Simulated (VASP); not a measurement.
The system is Pt.

```
Pt
1.0
     2.76067    0.00000    0.00000
    -1.38033    2.39081    0.00000
     0.00000    0.00000    4.79213
Pt
2
Direct
  0.33333 0.66667 0.25000
  0.66667 0.33333 0.75000
```

This isn't the form of Pt at room conditions, which is fcc.

* Program: VASP 6.6.1
* Task: relaxation of cell and atoms
* Functional: PBEsol
* Potentials or basis: VASP PAW PBE potentials, release 64 (Pt)
* Cutoff: 600 eV
* k mesh: 11 × 11 × 6
* Occupations: fermi-dirac, width 0.05 eV
* Spin: no spin polarisation

At the start: pressure -10.9 GPa; volume 15.81 Å³/atom.

Task: Where does the relaxation end?

Result: Over 9 steps the energy falls by 25.4 meV/atom and the volume is 15.12 Å³/atom (-4.4 %); space group P6_3/mmc (No. 194, to 0.1 Å) before and after.

The path:
```
step  energy change (eV)  largest force (eV/Å)  pressure (GPa)  volume (Å³)
   1              0.0000                0.0000          -10.89        31.63
   2              0.3593                0.0000           44.77        26.96
   3             -0.0486                0.0000           -0.54        30.33
   4             -0.0487                0.0000            0.02        30.28
   5             -0.0487                0.0000            0.27        30.25
   6             -0.0507                0.0000            0.26        30.22
   7             -0.0507                0.0000            0.29        30.22
   8             -0.0506                0.0000           -0.67        30.32
   9             -0.0507                0.0000            0.01        30.25
```

Final structure:
```xyz
2
Lattice="2.7317 0.0000 0.0000 -1.3659 2.3657 0.0000 0.0000 0.0000 4.6803" Properties=species:S:1:pos:R:3 pbc="T T T"
Pt    0.0000    1.5772    1.1701
Pt    1.3659    0.7886    3.5102
```

Caveat: the PAW data sets were made with another functional, which shifts forces and pressure a little.
